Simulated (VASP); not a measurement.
C:

```
C
1.0
     0.00000    1.76573    1.76573
     1.76573    0.00000    1.76573
     1.76573    1.76573    0.00000
C
2
Direct
  0.50000 0.50000 0.50000
  0.75000 0.75000 0.75000
```

Base run:

* Program: VASP 6.6.1
* Functional: LDA
* Potentials or basis: VASP PAW LDA potentials, release 64 (C_h)
* Cutoff: 910 eV
* k mesh: 12 × 12 × 12
* Occupations: gaussian, width 0.02 eV
* Spin: no spin polarisation

Its results: band gap on the k mesh 4.20 eV, indirect (least direct gap 5.63 eV); pressure 0.8 GPa.

Problem. The run is repeated on the same cell with these changes: potentials or basis from VASP PAW LDA potentials, release 64 (C_h) to VASP PAW LDA potentials, release 64 (C); cutoff from 910 eV to 520 eV. What comes out?

Solution. Band gap on the k mesh 4.20 eV, indirect (least direct gap 5.63 eV); pressure 1.7 GPa.

Caveats: the cutoff is under 1.25 times the usual one of these potentials, so pressure, stress and relaxed cells hold a basis-set (Pulay) error (some runs).

A k mesh can miss the band edges.
